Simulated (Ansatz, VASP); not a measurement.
## WS2 in VASP and in Ansatz

```
W S
1.0
     3.18000    0.00000    0.00000
    -1.59000    2.75396    0.00000
     0.00000    0.00000   12.50000
W S
2 4
Cartesian
  0.0000 1.8360 3.1250
  1.5900 0.9180 9.3750
  0.0000 1.8360 7.8125
  1.5900 0.9180 1.5625
  0.0000 1.8360 10.9375
  1.5900 0.9180 4.6875
```

Alike in both runs: task relaxation of the atoms; functional LDA; k mesh 12 × 12 × 3; no spin polarisation.

|  | VASP | Ansatz |
| --- | --- | --- |
| version | VASP 6.6.1 | Ansatz 0.2.0 |
| potentials or method | VASP PAW LDA potentials, release 64 (W_sv, S), cutoff 520 eV | scalar-relativistic, plane waves, PAW |
| occupations | gaussian, width 0.01 eV | fixed |
| valence electrons in the cell | 52 | 52 |

Ansatz gave:

* gap on the k mesh at the Fermi level, each at its own relaxed structure (eV): 0.98

Task: Estimate VASP's values.

Result: gap on the k mesh at the Fermi level, each at its own relaxed structure (eV): 0.99.

LDA's correlation is that of Perdew and Zunger in VASP and of Perdew and Wang (1992) in Ansatz. Ansatz's warnings: stress scf threshold loose.

Spin-orbit coupling is off throughout.
